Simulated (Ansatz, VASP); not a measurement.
Si3Ge: VASP beside Ansatz

```xyz
4
Lattice="3.8881 0.0000 0.0000 0.0000 3.8881 0.0000 0.0000 0.0000 5.4837" Properties=species:S:1:pos:R:3 pbc="T T T"
Si    1.9440    0.0000    4.1395
Si    1.9440    1.9440    0.0000
Si    0.0000    1.9440    1.3442
Ge    0.0000    0.0000    2.7418
```

Alike in both runs: task single point; functional PBE; k mesh 6 × 6 × 6; occupations fermi-dirac, width 0.02 eV; no spin polarisation.

|  | VASP | Ansatz |
| --- | --- | --- |
| version | VASP 6.6.1 | Ansatz 0.2.0 |
| potentials or method | VASP PAW PBE potentials, release 64 (Si, Ge_d) | plane waves, PAW |
| plane-wave cutoff (eV) | 520 | 420 |
| valence electrons in the cell | 26 | 26 |

Ansatz gave:

- pressure (GPa): 1.8
- rms of the force components (eV/Å): 0.036

Q: Which values does VASP return?

A: Pressure (GPa): 1.7; rms of the force components (eV/Å): 0.036.

Atom by atom the forces differ by 0.001 eV/Å (rms over components). With one functional, cell and mesh, what is left measures potentials, basis and numerics.
